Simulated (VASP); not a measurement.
Input of a VASP 6.6.1 run:

Contents of INCAR:

```
PREC = Accurate
ENCUT = 520
EDIFF = 1E-6
ISMEAR = 0
SIGMA = 0.1
LREAL = F
LASPH = T
NELM = 100
ALGO = Normal
ISIF = 2
LWAVE = F
LCHARG = T
GGA = PE
LELF = T
LVHAR = T
NBANDS = 22
```

File KPOINTS:

```
regular mesh
0
Gamma
  2 2 2
```

File POSCAR:

```
NaI
1.0
   -2.2145135000      2.2145135000      8.3637720000
    2.2145135000     -2.2145135000      8.3637720000
    2.2145135000      2.2145135000     -8.3637720000
Na I
2 2
Direct
    0.2500000000      0.7500000000      0.5000000000
    0.5000000000      0.5000000000      0.0000000000
    0.7500000000      0.2500000000      0.5000000000
    0.0000000000      0.0000000000      0.0000000000
```

Potentials or basis: VASP PAW PBE potentials, release 64 (Na_pv, I).

Run with:

```console
$ cat potpaw_PBE.64/Na_pv/POTCAR potpaw_PBE.64/I/POTCAR > POTCAR
$ mpirun -np 1 vasp_std > vasp.out
```

Problem. Predict the pressure.

Solution. 1.1 GPa.

Problem. What does it give for the band gap on the k mesh?

Solution. 3.06 eV, direct.

Stress tensor (GPa, compression positive):
```
1.60 0.00 0.00
0.00 1.60 0.00
0.00 0.00 0.01
```

Caveat: the k points lie up to 1.00 Å⁻¹ apart; spin-orbit coupling is left out, which moves the levels of the heavy elements.
